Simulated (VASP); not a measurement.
**KI: single point with r2SCAN**

The system is KI.

```
K I
1.0
     4.90001    0.00000    0.00000
    -2.45001    4.24353    0.00000
     0.00000    0.00000    8.58999
K I
2 2
Direct
  0.00000 0.00000 0.00000
  0.00000 0.00000 0.50000
  0.33333 0.66667 0.25000
  0.66667 0.33333 0.75000
```

- Program: VASP 6.6.1
- Task: single point
- Functional: r2SCAN
- Potentials or basis: VASP PAW PBE potentials, release 64 (K_sv, I)
- Cutoff: 550 eV
- k mesh: 6 × 6 × 4
- Occupations: fermi-dirac, width 0.02 eV
- Spin: no spin polarisation
- Dipole correction: no
- Further INCAR settings: ALGO = Normal; EDIFF = 1e-06; NBANDS = 24

```
Pressure               : 0.0 GPa
Band gap on the k mesh : 4.49 eV
```

Levels at points of the mesh, in eV from the valence-band top:
```csv
k point,band 14,band 15,band 16,band 17,band 18,band 19
"(0.00, 0.00, 0.00)",-0.20,0.00,0.00,4.49,6.06,6.21
"(0.50, 0.00, 0.00)",-0.60,-0.36,-0.35,5.57,6.34,6.35
"(0.00, 0.00, 0.50)",-0.14,-0.14,-0.14,5.58,5.58,6.86
"(0.50, 0.00, 0.50)",-0.53,-0.35,-0.35,6.13,6.13,6.22
```

It took 11 min on 1 thread of Oxide Virtual Turin-like Processor, with other jobs on the host, peak memory 0.37 GiB.

Caveat: the PAW data sets were made with another functional, which shifts forces and pressure a little; spin-orbit coupling is left out, which moves the levels of the heavy elements. A k mesh can miss the band edges.
